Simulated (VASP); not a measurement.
A run of VASP 6.6.1:

File INCAR:

```
SYSTEM = Ti
PREC = Accurate
ENCUT = 520
EDIFF = 1E-6
ISMEAR = -1
SIGMA = 0.1
LREAL = .False.
LASPH = .True.
NELM = 80
ALGO = Normal
ISIF = 2
LWAVE = .False.
LCHARG = .False.
LDIPOL = .True.
IDIPOL = 3
DIPOL = 0.5 0.5 0.500
GGA = PE
NBANDS = 45
```

Contents of KPOINTS:

```
Automatic mesh
0
Gamma
  12 8 1
  0 0 0
```

POSCAR

```
Ti
1.0
    2.9396968144      0.0000000000      0.0000000000
    0.0000000000      4.6540909819      0.0000000000
    0.0000000000      0.0000000000     12.7622000000
Ti
6
Direct
    0.7500000000      0.7500000000      0.2742475640
    0.2500000000      0.2500000000      0.3406915382
    0.2500000000      0.7500000000      0.4635733756
    0.7500000000      0.2500000000      0.5364266249
    0.7500000000      0.7500000000      0.6593084604
    0.2500000000      0.2500000000      0.7257524360
```

Potentials or basis: VASP PAW PBE potentials, release 64 (Ti_sv).

Launch:

```console
$ cat potpaw_PBE.64/Ti_sv/POTCAR > POTCAR
$ mpirun -np 1 vasp_std > vasp.out
```

Hardware: 1 thread of Intel(R) Xeon(R) Platinum 8488C (Sapphire Rapids), on a shared host.

Q: How long does it take, and how much memory?

A: Run time: 5.2 min on 1 thread of Intel(R) Xeon(R) Platinum 8488C (Sapphire Rapids), on a shared host, peak memory 0.37 GiB. Counts: scf iterations 21, k points 35.
